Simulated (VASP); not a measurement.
Input of a VASP 6.6.1 run:

INCAR

```
PREC = Accurate ; ENCUT = 520
EDIFF = 1E-6 ; ISMEAR = 0
SIGMA = 0.05 ; LREAL = False
LASPH = True ; NELM = 80
ALGO = Normal ; ISIF = 2
LWAVE = False ; LCHARG = False
GGA = PS ; NBANDS = 26
```

KPOINTS

```
regular mesh
0
Gamma
  8 8 6
```

Contents of POSCAR:

```
ZnSe
1.0
    3.8967330728      0.0000000000      0.0000000000
    0.0000000000      3.8967330728      0.0000000000
    0.0000000000      0.0000000000      5.3509728174
Zn Se
2 2
Direct
    0.0000000000      0.0000000000      0.0000000000
    0.5000000000      0.5000000000      0.0000000000
    0.0000000000      0.5000000000      0.3043429689
    0.5000000000      0.0000000000      0.6956570311
```

Potentials or basis: VASP PAW PBE potentials, release 64 (Zn, Se).

Run with:

```bash
$ cat potpaw_PBE.64/Zn/POTCAR potpaw_PBE.64/Se/POTCAR > POTCAR
$ mpirun -np 1 vasp_std > vasp.out
```

(1) Predict the pressure.

(2) What does it give for the band gap on the k mesh?

## Answers

(1) 0.0 GPa.

(2) 1.12 eV.

Caveat: the cell differs from its parent crystal (atoms shifted along a free coordinate); the PAW data sets were made with another functional, which shifts forces and pressure a little.
